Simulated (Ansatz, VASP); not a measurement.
Ga: VASP beside Ansatz

```
CELL_PARAMETERS angstrom
1.38300 -4.02650 0.00000
1.38300 4.02650 0.00000
-0.11745 0.00000 3.26333
ATOMIC_POSITIONS crystal
Ga 0.86900 0.13100 0.25000
Ga 0.13100 0.86900 0.75000
```

Change from the starting cell: zz strain of -2 %.

Alike in both runs: task single point; functional PBE; k mesh 14 × 14 × 11; occupations fermi-dirac, width 0.03 eV; no spin polarisation.

|  | VASP | Ansatz |
| --- | --- | --- |
| version | VASP 6.6.1 | Ansatz 0.2.0 |
| potentials or method | VASP PAW PBE potentials, release 64 (Ga_d), cutoff 520 eV | all-electron LAPW, scalar-relativistic |

Ansatz gave:

- pressure (GPa): 3.0
- traceless stress, the component that is largest in VASP (GPa): 0.16
- rms of the force components (eV/Å): 0.124

Q: Which values does VASP return?

A: Pressure (GPa): 3.1; traceless stress, the component that is largest in VASP (GPa): 0.13; rms of the force components (eV/Å): 0.125.

Atom by atom the forces differ by 0.001 eV/Å (rms over components). Ansatz ran all-electron here, and VASP with PAW potentials.
